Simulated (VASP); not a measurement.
A run of VASP 6.6.1 is set up as follows.

The input INCAR:

```
SYSTEM = Ru
PREC = Accurate
ENCUT = 520
EDIFF = 1E-6
ISMEAR = 0
SIGMA = 0.1
LREAL = .False.
LASPH = .True.
NELM = 60
ALGO = Normal
ISIF = 2
LWAVE = .False.
LCHARG = .False.
LDIPOL = .True.
IDIPOL = 3
DIPOL = 0.5 0.5 0.499
NBANDS = 36
```

KPOINTS

```
Automatic mesh
0
Gamma
  12 12 1
  0 0 0
```

The input POSCAR:

```
Ru
1.0
    2.6740588505      0.0000000000      0.0000000000
   -1.3370294252      2.3158028957      0.0000000000
    0.0000000000      0.0000000000     20.3401414788
Ru
4
Direct
    0.6666666667      0.3333333333      0.3441470654
    0.3333333333      0.6666666667      0.4480490218
    0.6666666667      0.3333333333      0.5515250024
    0.3333333333      0.6666666667      0.6520210259
```

Potentials or basis: VASP PAW LDA potentials, release 64 (Ru_pv).

Command:

```sh
$ cat potpaw_LDA.64/Ru_pv/POTCAR > POTCAR
$ mpirun -np 1 vasp_std > vasp.out
```

(1) What does it give for the band gap on the k mesh?

(2) What does it give for the largest force?

Answers

(1) zero (band 28 reaches 3.95 eV, above the bottom of band 29 at 1.38 eV).

(2) 0.691 eV/Å.
